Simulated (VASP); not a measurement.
Input of a VASP 6.6.1 run:

File INCAR:

```
PREC = Accurate
ENCUT = 600
EDIFF = 1E-6
ISMEAR = 0
SIGMA = 0.1
LREAL = F
LASPH = T
NELM = 80
ALGO = Normal
ISIF = 3
LWAVE = F
LCHARG = F
GGA = PE
IBRION = 2
NSW = 100
EDIFFG = -0.01
```

Contents of KPOINTS:

```
Automatic mesh
0
Gamma
  14 14 14
```

The input POSCAR:

```
P
1.0
   -2.3388127854      2.3388127854      2.3388127854
    2.3388127854     -2.3388127854      2.3388127854
    2.3388127854      2.3388127854     -2.3388127854
P
3
Direct
    0.5000000000      0.0000000000      0.5000000000
    0.0000000000      0.5000000000      0.5000000000
    0.5000000000      0.5000000000      0.0000000000
```

Potentials or basis: VASP PAW PBE potentials, release 64 (P).

Command:

```console
$ cat potpaw_PBE.64/P/POTCAR > POTCAR
$ mpirun -np 1 vasp_std > vasp.out
```

Q: Estimate the band gap on the k mesh.

A: Zero (an odd number of electrons rules out a gap without spin polarisation).

Q: Predict the relaxed volume.

A: 16.96 Å³/atom.

Q: Predict the space group after relaxing (to 0.1 Å).

A: Im-3m (No. 229).

Q: Estimate the relaxed cell.

A: a = 4.043 Å, b = 4.043 Å, c = 4.043 Å, α = 109.47°, β = 109.47°, γ = 109.47°.

Step by step:
| step | energy change (eV) | largest force (eV/Å) | pressure (GPa) | volume (Å³) |
| --- | --- | --- | --- | --- |
| 1 | 0.0000 | 0.0000 | -0.46 | 51.17 |
| 2 | -0.0004 | 0.0000 | 0.10 | 50.81 |
| 3 | -0.0004 | 0.0000 | 0.01 | 50.88 |
